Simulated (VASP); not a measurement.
Set up this calculation in VASP 6.6.1, as the native input.

```yaml
Task: relaxation of cell and atoms
Functional: PBE
Potentials_or_basis: VASP PAW PBE potentials, release 64 (Re)
Cutoff: 600 eV
k_mesh: 18 × 18 × 10
Occupations: gaussian, width 0.1 eV
Spin: no spin polarisation
Dipole_correction: no
Further_INCAR_settings: ALGO = Fast; EDIFF = 1e-06; IBRION = 2; EDIFFG = -0.005; NSW = 100; ISIF = 3
```

The structure of Re lies in POSCAR:

```
Re
1.0
    2.7608000000      0.0000000000      0.0000000000
   -1.3804000000      2.3909229348      0.0000000000
    0.0000000000      0.0000000000      4.4582000000
Re
2
Direct
    0.3333333333      0.6666666667      0.2500000000
    0.6666666667      0.3333333333      0.7500000000
```

The input as run:

INCAR

```
SYSTEM = Re
  ALGO = Fast
  EDIFF = 1E-6
  EDIFFG = -0.005
  ENCUT = 600
  GGA = PE
  IBRION = 2
  ISIF = 3
  ISMEAR = 0
  LASPH = .True.
  LCHARG = .False.
  LREAL = .False.
  LWAVE = .False.
  NELM = 80
  NSW = 100
  PREC = Accurate
  SIGMA = 0.1
```

KPOINTS

```
k-points
0
Gamma
  18 18 10
  0 0 0
```

Potentials or basis: VASP PAW PBE potentials, release 64 (Re).

The run is started by

```sh
$ cat potpaw_PBE.64/Re/POTCAR > POTCAR
$ mpirun -np 1 vasp_std > vasp.out
```

It gave:

- Relaxed volume: 14.94 Å³/atom
- Relaxed cell: a = 2.774 Å, b = 2.774 Å, c = 4.482 Å, α = 90.00°, β = 90.00°, γ = 120.00°
- Space group after relaxing (to 0.05 Å): P6_3/mmc (No. 194)
- Energy gained by relaxing: 3.8 meV/atom
- Ionic steps: 25
- Pressure after relaxing: 0.0 GPa
- Band gap on the k mesh: zero (band 7 reaches 9.12 eV, above the bottom of band 8 at 6.03 eV)

Caveat: spin-orbit coupling is left out, which moves the levels of the heavy elements.

It took 13 min on 1 thread of Oxide Virtual Turin-like Processor, on a shared host, peak memory 0.2 GiB.
